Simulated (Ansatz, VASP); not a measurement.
# Mo in VASP and in Ansatz

```
Mo
1.0
     3.13500    0.00000    0.00000
     0.00000    3.13500    0.00000
     0.00000    0.00000   15.13500
Mo
3
Cartesian
  0.0000 0.0000 6.1460
  1.5675 1.5675 7.5675
  0.0000 0.0000 8.9890
```

Alike in both runs: functional PBEsol; k mesh 16 × 16 × 1; occupations methfessel-paxton of order 1, width 0.1 eV; no spin polarisation.

Ansatz relaxed the structure, and its values are those at the end. VASP's run is a single point on that final structure, the one shown.

```csv
,VASP,Ansatz
version,VASP 6.6.1,Ansatz 0.2.0
potentials or method,"VASP PAW PBE potentials, release 64 (Mo_sv)","scalar-relativistic, plane waves, PAW"
plane-wave cutoff (eV),520,420
valence electrons in the cell,42,42
```

|  | VASP | Ansatz | Ansatz less VASP |
| --- | --- | --- | --- |
| gap on the k mesh at the Fermi level (eV) | none | none | - |
| rms of the force components (eV/Å) | 0.013 | 0.003 | -0.0104 |

VASP's potentials were made for PBE, not for PBEsol. A gap of «none» marks a metal or a gap that the smearing closes. With one functional, cell and mesh, what is left measures potentials, basis and numerics.
